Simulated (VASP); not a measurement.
Here is a VASP 6.6.1 calculation.

File INCAR:

```
SYSTEM = ZrB
  PREC = Accurate
  ENCUT = 520
  EDIFF = 1E-7
  ISMEAR = 0
  SIGMA = 0.1
  LREAL = .False.
  LASPH = .True.
  NELM = 60
  ALGO = Normal
  ISIF = 2
  LWAVE = .False.
  LCHARG = .False.
  GGA = PE
  NBANDS = 23
```

The input KPOINTS:

```
Automatic mesh
0
Gamma
  12 12 10
  0 0 0
```

Contents of POSCAR:

```
ZrB
1.0
    2.4152697688      2.4152697688      0.0000000000
   -2.4152697688      2.4152697688      0.0000000000
    0.0000000000      0.0000000000      5.1983471167
Zr B
2 2
Direct
    0.0000000000      0.0000000000      0.0000000000
    0.5000000000      0.5000000000      0.5000000000
    0.5000000000      0.5000000000      0.0000000000
    0.0000000000      0.0000000000      0.5000000000
```

Potentials or basis: VASP PAW PBE potentials, release 64 (Zr_sv, B).

Run with:

```sh
$ cat potpaw_PBE.64/Zr_sv/POTCAR potpaw_PBE.64/B/POTCAR > POTCAR
$ mpirun -np 1 vasp_std > vasp.out
```

Problem. Predict the pressure.

Solution. -2.8 GPa.

Problem. Predict the band gap on the k mesh.

Solution. Zero (band 15 reaches 9.15 eV, above the bottom of band 16 at 6.12 eV).

Stress tensor (GPa, compression positive):
```
  3.41   0.00   0.00
  0.00   3.41   0.00
  0.00   0.00 -15.22
```

Caveat: the cell differs from its parent crystal (uniaxial strain along c: +6.0 %).
